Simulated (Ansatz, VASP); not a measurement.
Y4Pb3 in VASP and in Ansatz

```
Y Pb
1.0
     6.19633    0.00000    0.00000
     0.00000    6.19633    0.00000
     0.00000    0.00000    6.19633
Y Pb
4 3
Direct
  0.50000 0.50000 0.50000
  0.50000 0.00000 0.00000
  0.00000 0.50000 0.00000
  0.00000 0.00000 0.50000
  0.50000 0.50000 0.00000
  0.00000 0.50000 0.50000
  0.50000 0.00000 0.50000
```

Change from the starting cell: species swapped into the W3N4 type (Pm-3m, No. 221).

Alike in both runs: functional PBE; k mesh 4 × 4 × 4; occupations gaussian, width 0.1 eV; no spin polarisation.

Ansatz relaxed the structure, and its values are those at the end. VASP's run is a single point on that final structure, the one shown.

|  | VASP | Ansatz |
| --- | --- | --- |
| version | VASP 6.6.1 | Ansatz 0.2.0 |
| potentials or method | VASP PAW PBE potentials, release 64 (Y_sv, Pb_d), cutoff 520 eV | scalar-relativistic, plane waves, PAW |
| valence electrons in the cell | 86 | 86 |

|  | VASP | Ansatz | Ansatz less VASP |
| --- | --- | --- | --- |
| gap on the k mesh at the Fermi level (eV) | none | none | - |
| pressure (GPa) | 0.3 | 0.4 | +0.05 |

A gap of «none» marks a metal or a gap that the smearing closes.

Spin-orbit coupling is off throughout.
